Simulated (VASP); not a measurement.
# Sr2I (Pnnm) in VASP: single point with PBE

Aim: the single point of Sr2I with PBE.

All numbers are computed with VASP 6.6.1; they aren't measurements. Logs are shortened: lines on timing, memory, paths and dates and some standing lists are left out, and cuts for length are marked.

## Step 1: The cell of the first run

The structure is orthorhombic, space group Pnnm (No. 58). Conventional cell: a = 7.571 Å, b = 8.999 Å, c = 4.273 Å, α = 90.00°, β = 90.00°, γ = 90.00°. Sr (site symmetry m) has 3 I at 3.35 to 3.49 Å and 3 Sr at 4.16 to 4.27 Å within 4.4 Å. I (site symmetry 2/m) has 6 Sr at 3.35 to 3.49 Å and 2 I at 4.27 Å within 4.4 Å.

## Step 2: Single point, PBE

INCAR

```
SYSTEM = Sr2I
ALGO = Normal ; EDIFF = 1E-7
ENCUT = 520 ; GGA = PE
ISIF = 2 ; ISMEAR = 0
LASPH = .TRUE. ; LCHARG = .TRUE.
LELF = .TRUE. ; LREAL = .FALSE.
LVHAR = .TRUE. ; LWAVE = .FALSE.
NBANDS = 36 ; NELM = 80
PREC = Accurate ; SIGMA = 0.1
```

KPOINTS

```
k-points
0
G
  6 6 8
  0 0 0
```

POSCAR

```
Sr2I
1.0
    7.5709290913      0.0000000000      0.0000000000
    0.0000000000      8.9985775697      0.0000000000
    0.0000000000      0.0000000000      4.2727324302
Sr I
4 2
Direct
    0.3071743152      0.8350370002      0.5000000000
    0.8071743152      0.6649629998      0.0000000000
    0.6928256848      0.1649629998      0.5000000000
    0.1928256848      0.3350370002      0.0000000000
    0.5000000000      0.5000000000      0.5000000000
    0.0000000000      0.0000000000      0.0000000000
```

Potentials or basis: VASP PAW PBE potentials, release 64 (Sr_sv, I).

The run is started by

```console
cat potpaw_PBE.64/Sr_sv/POTCAR potpaw_PBE.64/I/POTCAR > POTCAR
mpirun -np 1 vasp_std > vasp.out
```

OUTCAR:

```text
SYSTEM = Sr2I
   EDIFF = 1E-7
   ENCUT = 520
   GGA = PE
   ISIF = 2
   ISMEAR = 0
   LASPH = .TRUE.
   LREAL = .FALSE.
   NELM = 80
   PREC = Accurate

 ion  position               nearest neighbor table
   1  0.307  0.835  0.500-   5 3.35   6 3.49   6 3.49   3 4.16   2 4.61   2 4.61   2 4.61   2 4.61
                             4 5.06   4 5.06   4 5.06   4 5.06
   2  0.807  0.665  0.000-   6 3.35   5 3.49   5 3.49   4 4.16   1 4.61   1 4.61   1 4.61   1 4.61
                             3 5.06   3 5.06   3 5.06   3 5.06
   3  0.693  0.165  0.500-   5 3.35   6 3.49   6 3.49   1 4.16   4 4.61   4 4.61   4 4.61   4 4.61
                             2 5.06   2 5.06   2 5.06   2 5.06
   4  0.193  0.335  0.000-   6 3.35   5 3.49   5 3.49   2 4.16   3 4.61   3 4.61   3 4.61   3 4.61
                             1 5.06   1 5.06   1 5.06   1 5.06
   5  0.500  0.500  0.500-   1 3.35   3 3.35   2 3.49   4 3.49   2 3.49   4 3.49
   6  0.000  0.000  0.000-   2 3.35   4 3.35   3 3.49   1 3.49   1 3.49   3 3.49

  LATTYP: Found a simple orthorhombic cell.
 ALAT       =     4.2727324302
 B/A-ratio  =     1.7719174357
 C/A-ratio  =     2.1060475274

  Lattice vectors:

 A1 = (   0.0000000000,   0.0000000000,   4.2727324302)
 A2 = (   7.5709290913,   0.0000000000,   0.0000000000)
 A3 = (   0.0000000000,   8.9985775697,   0.0000000000)

Analysis of symmetry for initial positions (statically):
=====================================================================
 Subroutine PRICEL returns:
 Original cell was already a primitive cell.

 Routine SETGRP: Setting up the symmetry group for a
 simple orthorhombic supercell.

 Subroutine GETGRP returns: Found  8 space group operations
 (whereof  4 operations were pure point group operations)
 out of a pool of  8 trial point group operations.

The static configuration has the point symmetry C_2h.
 The point group associated with its full space group is D_2h.

Analysis of symmetry for dynamics (positions and initial velocities):
=====================================================================
 Subroutine PRICEL returns:
 Original cell was already a primitive cell.

 Routine SETGRP: Setting up the symmetry group for a
 simple orthorhombic supercell.

 Subroutine GETGRP returns: Found  8 space group operations
 (whereof  4 operations were pure point group operations)
 out of a pool of  8 trial point group operations.

The dynamic configuration has the point symmetry C_2h.
 The point group associated with its full space group is D_2h.

 Subroutine INISYM returns: Found  8 space group operations
 (whereof  4 operations are pure point group operations),
 and found     1 'primitive' translations

----------------------------------------------------------------------------------------

                                     Primitive cell

  volume of cell :     291.0910

  direct lattice vectors                    reciprocal lattice vectors
     7.570929091  0.000000000  0.000000000     0.132084185  0.000000000  0.000000000
     0.000000000  8.998577570  0.000000000     0.000000000  0.111128675  0.000000000
     0.000000000  0.000000000  4.272732430     0.000000000  0.000000000  0.234042271

  length of vectors
     7.570929091  8.998577570  4.272732430     0.132084185  0.111128675  0.234042271

  position of ions in fractional coordinates (direct lattice)
     0.307174315  0.835037000  0.500000000
     0.807174315  0.664963000  0.000000000
     0.692825685  0.164963000  0.500000000
     0.192825685  0.335037000  0.000000000
     0.500000000  0.500000000  0.500000000
     0.000000000  0.000000000  0.000000000

  ion indices of the primitive-cell ions
   primitive index   ion index
                 1           1
                 2           2
                 3           3
                 4           4
                 5           5
                 6           6

----------------------------------------------------------------------------------------

 KPOINTS: k-points

Automatic generation of k-mesh.
 Grid dimensions read from file:
 generate k-points for:    6    6    8

 Generating k-lattice:

  Cartesian coordinates                     Fractional coordinates (reciprocal lattice)
     0.022014031  0.000000000  0.000000000     0.166666667  0.000000000  0.000000000
     0.000000000  0.018521446  0.000000000     0.000000000  0.166666667  0.000000000
     0.000000000  0.000000000  0.029255284     0.000000000  0.000000000  0.125000000

  Length of vectors
     0.022014031  0.018521446  0.029255284

  Shift w.r.t. Gamma in fractional coordinates (k-lattice)
     0.000000000  0.000000000  0.000000000

 Subroutine IBZKPT returns following result:
 ===========================================

 Found     80 irreducible k-points:

 Following reciprocal coordinates:
            Coordinates               Weight
  0.000000  0.000000  0.000000      1.000000
  0.166667  0.000000  0.000000      2.000000
  0.333333  0.000000  0.000000      2.000000
  0.500000  0.000000  0.000000      1.000000
  0.000000  0.166667  0.000000      2.000000
  0.166667  0.166667  0.000000      4.000000
[... 16 lines left out ...]
  0.333333  0.166667  0.125000      8.000000
  0.500000  0.166667  0.125000      4.000000
 [... further k-points ...]
   k-points           NKPTS =     80   k-points in BZ     NKDIM =     80   number of bands    NBANDS=     36
   number of dos      NEDOS =    301   number of ions     NIONS =      6
   total plane-waves  NPLWV = 125440
   dimension x,y,z NGX =    56 NGY =   70 NGZ =   32
   dimension x,y,z NGXF=   112 NGYF=  140 NGZF=   64
   ions per type =               4   2
   NGX,Y,Z   is equivalent  to a cutoff of  12.30, 12.93, 12.45 a.u.
   NGXF,Y,Z  is equivalent  to a cutoff of  24.59, 25.86, 24.90 a.u.
 SYSTEM =  Sr2I
   PREC   = accura    normal or accurate (medium, high low for compatibility)
   ISTART =      0    job   : 0-new  1-cont  2-samecut
   ICHARG =      2    charge: 1-file 2-atom 10-const
   ISPIN  =      1    spin polarized calculation?
   LNONCOLLINEAR =      F non collinear calculations
   LSORBIT =      F    spin-orbit coupling
   LASPH  =      T    aspherical Exc in radial PAW
   ENCUT  =  520.0 eV  38.22 Ry    6.18 a.u.  14.08 16.73  7.94*2*pi/ulx,y,z
   NELM   =     80;   NELMIN=  2; NELMDL= -5     # of ELM steps
   EDIFF  = 0.1E-06   stopping-criterion for ELM
   LREAL  =      F    real-space projection
   EDIFFG = 0.1E-05   stopping-criterion for IOM
   NSW    =      0    number of steps for IOM
   IBRION =     -1    ionic relax: 0-MD 1-quasi-New 2-CG
   NFREE  =      0    steps in history (QN), initial steepest desc. (CG)
   ISIF   =      2    stress and relaxation
   ISYM   =      2    0-nonsym 1-usesym 2-fastsym
   POTIM  = 0.5000    time-step for ionic-motion
   TEBEG  =    0.0;   TEEND  =   0.0 temperature during run
   PSTRESS=    0.0 pullay stress
   NELECT =      54.0000    total number of electrons
   NUPDOWN=      -1.0000    fix difference up-down
   EMIN   =  10.00;   EMAX   =-10.00  energy-range for DOS
   EFERMI =   0.00;   METHOD = LEGACY
   ISMEAR =     0;   SIGMA  =   0.10  broadening in eV -4-tet -1-fermi 0-gaus
   EFERMI_NEDOS =   21; number of points for ismear=-14 and -15
   IALGO  =     38    algorithm
   IMIX   =      4    mixing-type and parameters
     AMIX     =   0.40;   BMIX     =  1.00
     AMIX_MAG =   1.60;   BMIX_MAG =  1.00
  volume/ion in A,a.u.               =      48.52       327.40
  Fermi-wavevector in a.u.,A,eV,Ry     =   0.933677  1.764393 11.860908  0.871752
  Thomas-Fermi vector in A             =   2.060403
   LORBIT       =      0    0 simple, 1 ext, 2 COOP (PROOUT), +10 PAW based schemes
   GGA     = PE    functional components
   LHFCALC =     F    Hartree Fock is set to
   AEXX    =    0.0000 exact exchange contribution
   IVDW    =     0    specifies the selected vdW correction
   LEPSILON=     F    determine dielectric tensor
   LRPA    =     F    only Hartree local field effects (RPA)
 non-spin polarized calculation
 Gauss-broadening in eV      SIGMA  =   0.10
  energy-cutoff  :      520.00
  volume of cell :      291.09
 maximum number of plane-waves:      7880
   NGX = 29   NGY = 33   NGZ = 15

 number of electron      54.0000002 magnetization

 Free energy of the ion-electron system (eV)
  ---------------------------------------------------
  ext. energy  EPLUGINS =         0.00000000
  ---------------------------------------------------
  free energy    TOTEN  =       -13.42633052 eV

  energy without entropy =      -13.38246071  energy(sigma->0) =      -13.40439561

 E-fermi :   2.9696     XC(G=0):  -7.6478

 val. band max:        2.9620568163   @ k =   0.3333   0.3333   0.5000
 cond. band min:       2.9705597229   @ k =   0.3333   0.0000   0.2500
 fundamental gap:      0.0085029066
 Fermi energy:         2.9695878778

 k-point     1 :       0.0000    0.0000    0.0000
  band No.  band energies     occupation
      1     -33.9308      2.00000
      2     -33.9267      2.00000
      3     -33.9266      2.00000
      4     -33.9243      2.00000
      5     -16.0443      2.00000
      6     -15.9806      2.00000
[... 28 lines left out ...]
     35       4.9697      0.00000
     36       5.1405      0.00000

 k-point     2 :       0.1667    0.0000    0.0000
  band No.  band energies     occupation
      1     -33.9305      2.00000
      2     -33.9269      2.00000
      3     -33.9266      2.00000
      4     -33.9245      2.00000
      5     -16.0399      2.00000
      6     -15.9780      2.00000
[... 28 lines left out ...]
     35       5.0375      0.00000
     36       5.1526      0.00000

 k-point     3 :       0.3333    0.0000    0.0000
  band No.  band energies     occupation
      1     -33.9297      2.00000
      2     -33.9276      2.00000
      3     -33.9261      2.00000
      4     -33.9250      2.00000
      5     -16.0282      2.00000
      6     -15.9922      2.00000
[... 28 lines left out ...]
     35       5.1269      0.00000
     36       5.3058      0.00000

 k-point     4 :       0.5000    0.0000    0.0000
  band No.  band energies     occupation
      1     -33.9287      2.00000
      2     -33.9287      2.00000
      3     -33.9256      2.00000
      4     -33.9256      2.00000
      5     -16.0114      2.00000
      6     -16.0114      2.00000
[... 28 lines left out ...]
     35       5.4322      0.00000
     36       5.4384      0.00000

 k-point     5 :       0.0000    0.1667    0.0000
  band No.  band energies     occupation
      1     -33.9306      2.00000
      2     -33.9276      2.00000
      3     -33.9259      2.00000
      4     -33.9244      2.00000
      5     -16.0402      2.00000
      6     -15.9853      2.00000
[... 655 lines left out ...]
 k-point    22 :       0.1667    0.1667    0.1250
  band No.  band energies     occupation
      1     -33.9295      2.00000
      2     -33.9269      2.00000
      3     -33.9254      2.00000
      4     -33.9240      2.00000
      5     -16.0296      2.00000
      6     -15.9818      2.00000
[... 28 lines left out ...]
     35       5.0332      0.00000
     36       5.2047      0.00000

 k-point    23 :       0.3333    0.1667    0.1250
  band No.  band energies     occupation
      1     -33.9288      2.00000
      2     -33.9272      2.00000
      3     -33.9253      2.00000
      4     -33.9244      2.00000
      5     -16.0194      2.00000
      6     -15.9894      2.00000
[... 28 lines left out ...]
     35       5.0970      0.00000
     36       5.1574      0.00000

 k-point    24 :       0.5000    0.1667    0.1250
  band No.  band energies     occupation
      1     -33.9280      2.00000
      2     -33.9280      2.00000
      3     -33.9249      2.00000
      4     -33.9249      2.00000
      5     -16.0049      2.00000
      6     -16.0049      2.00000
[... 28 lines left out ...]
     35       5.1716      0.00000
     36       5.1716      0.00000

 [... further k-points ...]
[... 5 lines left out ...]
  --------------------------------------------------------------------------------------
  -------------------------------------------------------------------------------------
  Total        0.0366379      0.0563070      0.0168670      0.0000000      0.0000000      0.0000000
  in kB        0.2016567      0.3099163      0.0928365      0.0000000      0.0000000      0.0000000
  external PRESSURE =       0.2014698 kB  Pullay stress =       0.0000000 kB

 VOLUME and BASIS-vectors are now :
 -----------------------------------------------------------------------------
  energy-cutoff  :      520.00
  volume of cell :      291.09
      direct lattice vectors                 reciprocal lattice vectors
     7.570929091  0.000000000  0.000000000     0.132084185  0.000000000  0.000000000
     0.000000000  8.998577570  0.000000000     0.000000000  0.111128675  0.000000000
     0.000000000  0.000000000  4.272732430     0.000000000  0.000000000  0.234042271

 POSITION                                       TOTAL-FORCE (eV/Angst)
 -----------------------------------------------------------------------------------
      2.32559      7.51415      2.13637        -0.000772      0.002963      0.000000
      6.11106      5.98372      0.00000        -0.000772     -0.002963      0.000000
      5.24533      1.48443      2.13637         0.000772     -0.002963     -0.000000
      1.45987      3.01486      0.00000         0.000772      0.002963     -0.000000
      3.78546      4.49929      2.13637         0.000000      0.000000      0.000000
      0.00000      0.00000      0.00000         0.000000      0.000000      0.000000
 -----------------------------------------------------------------------------------
    total drift:                                0.000000      0.000000      0.000000

  FREE ENERGIE OF THE ION-ELECTRON SYSTEM (eV)
  ---------------------------------------------------
  free  energy   TOTEN  =       -13.4263305177 eV

  energy  without entropy=      -13.3824607063  energy(sigma->0) =      -13.40439561
```

Run time: 25 min. Hardware: 1 thread of Intel Xeon 8259CL, shared host; peak memory 0.81 GiB.

What came out:

* Free energy: -13.4263 eV
* Pressure: 0.0 GPa
* Largest force: 0.003 eV/Å
* Band gap on the k mesh: zero (bands 27 and 28 overlap by 1.02 eV)

Forces in eV/Å, atoms in the order of the input:
```
Sr  -0.001  0.003  0.000
Sr  -0.001 -0.003  0.000
Sr   0.001 -0.003  0.000
Sr   0.001  0.003  0.000
I    0.000  0.000  0.000
I    0.000  0.000  0.000
```

Caveat: spin-orbit coupling is left out, which moves the levels of the heavy elements.
